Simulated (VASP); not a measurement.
P: single point with r2SCAN

Crystal: P.

```
P
1.0
     1.70046    0.98176    2.89217
    -1.70046    0.98176    2.89217
     0.00000   -1.96352    2.89217
P
2
Direct
  0.23343 0.23343 0.23343
  0.76657 0.76657 0.76657
```

```
Program                : VASP 6.6.1
Task                   : single point
Functional             : r2SCAN
Potentials or basis    : VASP PAW PBE potentials, release 64 (P)
Cutoff                 : 520 eV
k mesh                 : 9 × 9 × 9
Occupations            : gaussian, width 0.1 eV
Spin                   : no spin polarisation
Dipole correction      : no
Further INCAR settings : ALGO = Normal; EDIFF = 1e-06; NBANDS = 12
```

- Pressure: 6.7 GPa
- Largest force: 0.093 eV/Å
- Band gap on the k mesh: zero (bands 5 and 6 overlap by 1.34 eV)

Forces on the atoms (eV/Å):
```
P    0.000  0.000 -0.093
P    0.000  0.000  0.093
```

Stress tensor (GPa, compression positive):
```
6.64 0.00 0.00
0.00 6.64 0.00
0.00 0.00 6.96
```

Levels at points of the mesh, in eV from the Fermi level:
| k point | band 3 | band 4 | band 5 | band 6 | band 7 | band 8 |
| --- | --- | --- | --- | --- | --- | --- |
| (0.00, 0.00, 0.00) | -3.14 | -3.13 | -2.09 | 2.38 | 3.48 | 3.48 |

Wall time 72 s on 1 thread of Intel(R) Xeon(R) Platinum 8488C (Sapphire Rapids), with other jobs on the host, peak memory 0.16 GiB.

Caveat: the cell stands under pressure; the PAW data sets were made with another functional, which shifts forces and pressure a little.
